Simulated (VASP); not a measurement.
# C64O (a cell with a defect) in VASP: further runs, part 2 of 2

VASP 6.6.1.

## (3) Single point, r2SCAN

The input, POSCAR:

```
C64O
1.0
    7.1076060000      0.0000000000      0.0000000000
    0.0000000000      7.1076060000      0.0000000000
    0.0000000000      0.0000000000      7.1076060000
C O
64 1
Direct
    0.0028880000      0.0027060000      0.0003390000
    0.0038690000      0.0021770000      0.4988410000
    0.9979830000      0.5037690000      0.9944460000
    0.9935210000      0.5077520000      0.4962780000
    0.5021110000      0.9998610000      0.0019870000
    0.5137330000      0.9873780000      0.5040620000
    0.5007550000      0.4998880000      0.9993550000
    0.4985100000      0.4957450000      0.5000880000
    0.1261200000      0.1304670000      0.1277540000
    0.1300850000      0.1184790000      0.6328430000
    0.1222240000      0.6388030000      0.1126710000
    0.1273980000      0.6241070000      0.6225480000
    0.6269270000      0.1263060000      0.1255270000
    0.6318290000      0.1224590000      0.6283330000
    0.6241950000      0.6263690000      0.1242220000
    0.6259010000      0.6234730000      0.6234670000
    0.2509530000      0.2515990000      0.0011280000
    0.2836930000      0.2174920000      0.5336860000
    0.2509710000      0.7552960000      0.9949620000
    0.2512990000      0.7498210000      0.4995550000
    0.7496470000      0.2513910000      0.9975300000
    0.7515680000      0.2499610000      0.5003370000
    0.7509000000      0.7511560000      0.9990600000
    0.7518610000      0.7493930000      0.4983940000
    0.3729260000      0.3784330000      0.1241050000
    0.3873200000      0.3680930000      0.6400280000
    0.3764650000      0.8764890000      0.1256960000
    0.3796250000      0.8706730000      0.6272090000
    0.8676040000      0.3783920000      0.1169530000
    0.8771590000      0.3756010000      0.6227690000
    0.8758730000      0.8790150000      0.1240300000
    0.8784250000      0.8756220000      0.6236830000
    0.2538120000      0.0004160000      0.2546190000
    0.2538730000      0.9960590000      0.7542850000
    0.2402870000      0.5213480000      0.2310120000
    0.2523240000      0.4971640000      0.7501160000
    0.7518230000      0.0010370000      0.2498170000
    0.7549940000      0.9991620000      0.7510210000
    0.7469060000      0.5019110000      0.2477140000
    0.7512120000      0.4995370000      0.7481470000
    0.3954530000      0.1047940000      0.3860210000
    0.3785100000      0.1243560000      0.8793870000
    0.3716340000      0.6257700000      0.3725480000
    0.3763910000      0.6251900000      0.8745220000
    0.8761750000      0.1290970000      0.3739590000
    0.8780980000      0.1266950000      0.8751020000
    0.8720080000      0.6301630000      0.3724730000
    0.8752150000      0.6270760000      0.8713630000
    0.9861300000      0.2582260000      0.2388140000
    0.0036040000      0.2506410000      0.7491280000
    0.9991130000      0.7555590000      0.2466670000
    0.0026580000      0.7506160000      0.7478550000
    0.5022820000      0.2477760000      0.2533480000
    0.5092730000      0.2478770000      0.7585690000
    0.5005930000      0.7497200000      0.2497820000
    0.5023090000      0.7472000000      0.7503740000
    0.0925500000      0.4087560000      0.3426240000
    0.1259180000      0.3762910000      0.8747830000
    0.1267660000      0.8764160000      0.3750380000
    0.1278400000      0.8768230000      0.8744950000
    0.6251880000      0.3745910000      0.3753810000
    0.6286380000      0.3748320000      0.8766420000
    0.6313170000      0.8708860000      0.3753220000
    0.6271890000      0.8750900000      0.8754160000
    0.2352240000      0.3125860000      0.3905530000
```

The input, INCAR.step1:

```
SYSTEM = C64O
PREC = Accurate
ENCUT = 520
ISMEAR = -1
SIGMA = 0.05
LREAL = Auto
LASPH = .TRUE.
NELM = 60
NBANDS = 169
ISYM = 0
GGA = PE
ALGO = Normal
EDIFF = 1E-4
LWAVE = .TRUE.
LCHARG = .FALSE.
```

The input, INCAR.step2:

```
SYSTEM = C64O
PREC = Accurate
ENCUT = 520
EDIFF = 1E-6
ISMEAR = -1
SIGMA = 0.05
LREAL = Auto
LASPH = .TRUE.
NELM = 60
ALGO = Normal
ISIF = 2
LWAVE = .FALSE.
LCHARG = .TRUE.
METAGGA = R2SCAN
LMIXTAU = .TRUE.
LELF = .TRUE.
LVHAR = .TRUE.
NBANDS = 169
ISYM = 0
ISTART = 1
```

The input, KPOINTS:

```
Automatic mesh
0
Gamma
  1 1 1
  0.25 0.25 0.25
```

Potentials or basis: VASP PAW PBE potentials, release 64 (C, O).

The run is started by

```console
cat potpaw_PBE.64/C/POTCAR potpaw_PBE.64/O/POTCAR > POTCAR
cp INCAR.step1 INCAR
mpirun -np 1 vasp_std > vasp.out
cp INCAR.step2 INCAR
mpirun -np 1 vasp_std > vasp.out
```

OUTCAR:

```text
SYSTEM = C64O
   PREC = Accurate
   ENCUT = 520
   EDIFF = 1E-6
   ISMEAR = -1
   LREAL = Auto
   LASPH = .TRUE.
   NELM = 60
   ISIF = 2
   METAGGA = R2SCAN
   ISYM = 0
   ISTART = 1

 ion  position               nearest neighbor table
   1  0.003  0.003  0.000-  46 1.53  31 1.54  60 1.55   9 1.55
   2  0.004  0.002  0.499-  59 1.53  32 1.55  10 1.55  45 1.56
   3  0.998  0.504  0.994-  48 1.51  58 1.54  11 1.55  29 1.55
   4  0.994  0.508  0.496-  57 1.48  47 1.51  30 1.54  12 1.55
   5  0.502  1.000  0.002-  42 1.52  27 1.53  13 1.54  64 1.54
   6  0.514  0.987  0.504-  41 1.45  63 1.49  28 1.54  14 1.55
[... 26 lines left out ...]
  33  0.254  0.000  0.255-  59 1.52  27 1.54  41 1.56   9 1.58
  34  0.254  0.996  0.754-  60 1.50  10 1.51  42 1.55  28 1.55
  35  0.240  0.521  0.231-  11 1.45  57 1.54  43 1.56  25 1.58  65 1.87
  36  0.252  0.497  0.750-  58 1.53  26 1.54  44 1.55  12 1.56
  37  0.752  0.001  0.250-  31 1.53  13 1.54  63 1.54  45 1.55
  38  0.755  0.999  0.751-  14 1.51  32 1.54  46 1.54  64 1.54
  39  0.747  0.502  0.248-  15 1.52  29 1.54  61 1.55  47 1.55
  40  0.751  0.500  0.748-  16 1.53  48 1.54  30 1.54  62 1.54
  41  0.395  0.105  0.386-   6 1.45  18 1.54  33 1.56  53 1.58  65 1.87
  42  0.379  0.124  0.879-   5 1.52  54 1.54  17 1.55  34 1.55
  43  0.372  0.626  0.373-  20 1.52  55 1.54  35 1.56   8 1.58
  44  0.376  0.625  0.875-  56 1.53   7 1.54  19 1.54  36 1.55
  45  0.876  0.129  0.374-  22 1.53  49 1.54  37 1.55   2 1.56
  46  0.878  0.127  0.875-   1 1.53  38 1.54  50 1.54  21 1.54
  47  0.872  0.630  0.372-  24 1.50   4 1.51  39 1.55  51 1.55
[... 16 lines left out ...]
  64  0.627  0.875  0.875-  23 1.52  38 1.54   5 1.54  56 1.55
  65  0.235  0.313  0.391-  18 1.27  57 1.27  41 1.87  35 1.87

IMPORTANT INFORMATION: All symmetrisations will be switched off!
NOSYMM: (Re-)initialisation of all symmetry stuff for point group C_1.

----------------------------------------------------------------------------------------

                                     Primitive cell

  volume of cell :     359.0625

  direct lattice vectors                    reciprocal lattice vectors
     7.107606000  0.000000000  0.000000000     0.140694349  0.000000000  0.000000000
     0.000000000  7.107606000  0.000000000     0.000000000  0.140694349  0.000000000
     0.000000000  0.000000000  7.107606000     0.000000000  0.000000000  0.140694349

  length of vectors
     7.107606000  7.107606000  7.107606000     0.140694349  0.140694349  0.140694349

  position of ions in fractional coordinates (direct lattice)
     0.002888000  0.002706000  0.000339000
     0.003869000  0.002177000  0.498841000
     0.997983000  0.503769000  0.994446000
     0.993521000  0.507752000  0.496278000
     0.502111000  0.999861000  0.001987000
     0.513733000  0.987378000  0.504062000
[... 57 lines left out ...]
     0.627189000  0.875090000  0.875416000
     0.235224000  0.312586000  0.390553000

  ion indices of the primitive-cell ions
   primitive index   ion index
                 1           1
                 2           2
                 3           3
                 4           4
                 5           5
                 6           6
[... 57 lines left out ...]
                64          64
                65          65

----------------------------------------------------------------------------------------

 KPOINTS: Automatic mesh

Automatic generation of k-mesh.
 Grid dimensions read from file:
[... 22 lines left out ...]
  0.250000  0.250000  0.250000      2.000000
 -0.250000  0.250000  0.250000      2.000000
 -0.250000 -0.250000  0.250000      2.000000
  0.250000 -0.250000  0.250000      2.000000
   k-points           NKPTS =      4   k-points in BZ     NKDIM =      4   number of bands    NBANDS=    169
   number of dos      NEDOS =    301   number of ions     NIONS =     65
   total plane-waves  NPLWV = 157464
   dimension x,y,z NGX =    54 NGY =   54 NGZ =   54
   dimension x,y,z NGXF=   108 NGYF=  108 NGZF=  108
   ions per type =              64   1
   NGX,Y,Z   is equivalent  to a cutoff of  12.63, 12.63, 12.63 a.u.
   NGXF,Y,Z  is equivalent  to a cutoff of  25.26, 25.26, 25.26 a.u.
 SYSTEM =  C64O
   PREC   = accura    normal or accurate (medium, high low for compatibility)
   ISTART =      1    job   : 0-new  1-cont  2-samecut
   ICHARG =      0    charge: 1-file 2-atom 10-const
   ISPIN  =      1    spin polarized calculation?
   LNONCOLLINEAR =      F non collinear calculations
   LSORBIT =      F    spin-orbit coupling
   LASPH  =      T    aspherical Exc in radial PAW
   ENCUT  =  520.0 eV  38.22 Ry    6.18 a.u.  13.22 13.22 13.22*2*pi/ulx,y,z
   NELM   =     60;   NELMIN=  2; NELMDL=  0     # of ELM steps
   EDIFF  = 0.1E-05   stopping-criterion for ELM
   LREAL  =      T    real-space projection
   EDIFFG = 0.1E-04   stopping-criterion for IOM
   NSW    =      0    number of steps for IOM
   IBRION =     -1    ionic relax: 0-MD 1-quasi-New 2-CG
   NFREE  =      0    steps in history (QN), initial steepest desc. (CG)
   ISIF   =      2    stress and relaxation
   ISYM   =      0    0-nonsym 1-usesym 2-fastsym
   POTIM  = 0.5000    time-step for ionic-motion
   TEBEG  =    0.0;   TEEND  =   0.0 temperature during run
   PSTRESS=    0.0 pullay stress
   NELECT =     262.0000    total number of electrons
   NUPDOWN=      -1.0000    fix difference up-down
   EMIN   =  10.00;   EMAX   =-10.00  energy-range for DOS
   EFERMI =   0.00;   METHOD = LEGACY
   ISMEAR =    -1;   SIGMA  =   0.05  broadening in eV -4-tet -1-fermi 0-gaus
   EFERMI_NEDOS =   21; number of points for ismear=-14 and -15
   IALGO  =     38    algorithm
   IMIX   =      4    mixing-type and parameters
     AMIX     =   0.40;   BMIX     =  1.00
     AMIX_MAG =   1.60;   BMIX_MAG =  1.00
  volume/ion in A,a.u.               =       5.52        37.28
  Fermi-wavevector in a.u.,A,eV,Ry     =   1.473845  2.785164 29.554849  2.172220
  Thomas-Fermi vector in A             =   2.588689
   LORBIT       =      0    0 simple, 1 ext, 2 COOP (PROOUT), +10 PAW based schemes
   METAGGA = R2SCAN    functional components
   LHFCALC =     F    Hartree Fock is set to
   AEXX    =    0.0000 exact exchange contribution
   IVDW    =     0    specifies the selected vdW correction
   LEPSILON=     F    determine dielectric tensor
   LRPA    =     F    only Hartree local field effects (RPA)
 non-spin polarized calculation
  energy-cutoff  :      520.00
  volume of cell :      359.06
 maximum number of plane-waves:      9651
 NGX is ok and might be reduce to    54
   NGX = 27   NGY = 27   NGZ = 27

 number of electron     262.0000001 magnetization

 Free energy of the ion-electron system (eV)
  ---------------------------------------------------
  ext. energy  EPLUGINS =         0.00000000
  ---------------------------------------------------
  free energy    TOTEN  =      -627.02933709 eV

  energy without entropy =     -627.02933709  energy(sigma->0) =     -627.02933709

 E-fermi :  10.7801     XC(G=0): -14.4017

 val. band max:        9.6112122128   @ k =   0.2500  -0.2500   0.2500
 cond. band min:      14.7799871713   @ k =   0.2500  -0.2500   0.2500
 fundamental gap:      5.1687749585
 Fermi energy:        10.7801135187

 k-point     1 :       0.2500    0.2500    0.2500
  band No.  band energies     occupation
      1     -16.4303      2.00000
      2     -12.3264      2.00000
      3     -11.5245      2.00000
      4     -11.2633      2.00000
      5     -10.8371      2.00000
      6     -10.3357      2.00000
[... 573 lines left out ...]
    142      16.6638      0.00000
    143      16.7802      0.00000
 [bands above 143 left out]

------------------------ aborting loop because EDIFF is reached ----------------------------------------

  FORCE on cell =-STRESS in cart. coord.  units (eV):
  Direction    XX          YY          ZZ          XY          YZ          ZX
  --------------------------------------------------------------------------------------
  -------------------------------------------------------------------------------------
  Total       36.7689317     37.1006758     36.8068006    -20.2140048    -20.1420448     17.0914722
  in kB      164.0671212    165.5474009    164.2360968    -90.1971699    -89.8760764     76.2640770
  external PRESSURE =     164.6168730 kB  Pullay stress =       0.0000000 kB

 VOLUME and BASIS-vectors are now :
 -----------------------------------------------------------------------------
  energy-cutoff  :      520.00
  volume of cell :      359.06
      direct lattice vectors                 reciprocal lattice vectors
     7.107606000  0.000000000  0.000000000     0.140694349  0.000000000  0.000000000
     0.000000000  7.107606000  0.000000000     0.000000000  0.140694349  0.000000000
     0.000000000  0.000000000  7.107606000     0.000000000  0.000000000  0.140694349

 POSITION                                       TOTAL-FORCE (eV/Angst)
 -----------------------------------------------------------------------------------
      0.02053      0.01923      0.00241         0.043040      0.080203      0.077505
      0.02750      0.01547      3.54557         0.097861      0.064990      0.088701
      7.09327      3.58059      7.06813         0.057673      0.137616      0.042802
      7.06156      3.60890      3.52735         0.092325      0.044303     -0.075964
      3.56881      7.10662      0.01412         0.063143      0.113998      0.100013
      3.65141      7.01789      3.58267         0.028371      0.167004     -0.130476
[... 57 lines left out ...]
      4.45781      6.21979      6.22211        -0.059724     -0.091362     -0.074622
      1.67188      2.22174      2.77590        -0.260597      0.009696      0.260022
 -----------------------------------------------------------------------------------
    total drift:                               -0.029658     -0.036036     -0.005380

  FREE ENERGIE OF THE ION-ELECTRON SYSTEM (eV)
  ---------------------------------------------------
  free  energy   TOTEN  =      -627.0293370859 eV

  energy  without entropy=     -627.0293370858  energy(sigma->0) =     -627.02933709
```

It took 18 min on 1 thread of Intel Xeon Platinum 8488C (Sapphire Rapids), shared host; peak memory 0.5 GiB.

Results:

```yaml
Free_energy: -627.0293 eV
Pressure: 16.5 GPa
Largest_force: 0.368 eV/Å
Band_gap_on_the_k_mesh: 5.17 eV
```

Forces in eV/Å, atoms in the order of the input:
```
C    0.043  0.080  0.078
C    0.098  0.065  0.089
C    0.058  0.138  0.043
C    0.092  0.044 -0.076
C    0.063  0.114  0.100
C    0.028  0.167 -0.130
C    0.014  0.109  0.115
C    0.086  0.088  0.027
C   -0.008 -0.085 -0.100
C    0.072 -0.050 -0.094
C    0.152 -0.162 -0.050
C   -0.075 -0.066 -0.122
C   -0.097 -0.096 -0.047
C   -0.025 -0.130 -0.083
C   -0.066 -0.113 -0.087
C   -0.056 -0.066 -0.079
C    0.057  0.089  0.077
C   -0.044  0.080 -0.170
C   -0.054  0.103  0.114
C    0.099  0.025  0.095
C    0.053  0.116  0.063
C    0.077  0.071  0.069
C    0.054  0.093  0.082
C    0.094  0.075 -0.034
C   -0.003 -0.035 -0.169
C   -0.079 -0.191 -0.078
C   -0.093 -0.070 -0.133
C   -0.056 -0.086 -0.060
C   -0.035 -0.109 -0.043
C   -0.082 -0.048 -0.064
C   -0.045 -0.102 -0.067
C   -0.087 -0.076 -0.086
C    0.081 -0.008  0.118
C   -0.081  0.049  0.134
C   -0.190  0.163 -0.019
C    0.046  0.083  0.093
C    0.082  0.073  0.082
C    0.056  0.118  0.081
C    0.065  0.100  0.076
C    0.054  0.101  0.075
C    0.012 -0.147  0.173
C   -0.052 -0.124 -0.074
C   -0.099  0.010 -0.080
C   -0.053 -0.079 -0.092
C   -0.079 -0.088 -0.055
C   -0.040 -0.111 -0.072
C   -0.117 -0.053  0.053
C   -0.057 -0.124 -0.073
C    0.065  0.184  0.082
C    0.052  0.058  0.093
C    0.048  0.080  0.073
C    0.060  0.089  0.102
C    0.162  0.027  0.019
C    0.028  0.104  0.043
C    0.103  0.073  0.112
C    0.041  0.097  0.080
C    0.179 -0.092  0.040
C   -0.051 -0.078 -0.088
C   -0.086 -0.025 -0.113
C    0.063 -0.081 -0.110
C   -0.072 -0.074 -0.077
C   -0.044 -0.108 -0.078
C   -0.091 -0.106  0.037
C   -0.060 -0.091 -0.075
O   -0.261  0.010  0.260
```

Stress tensor (GPa, compression positive):
```
16.41 -9.02  7.63
-9.02 16.55 -8.99
 7.63 -8.99 16.42
```

Caveat: the k points lie up to 0.88 Å⁻¹ apart; the PAW data sets were made with another functional, which shifts forces and pressure a little.
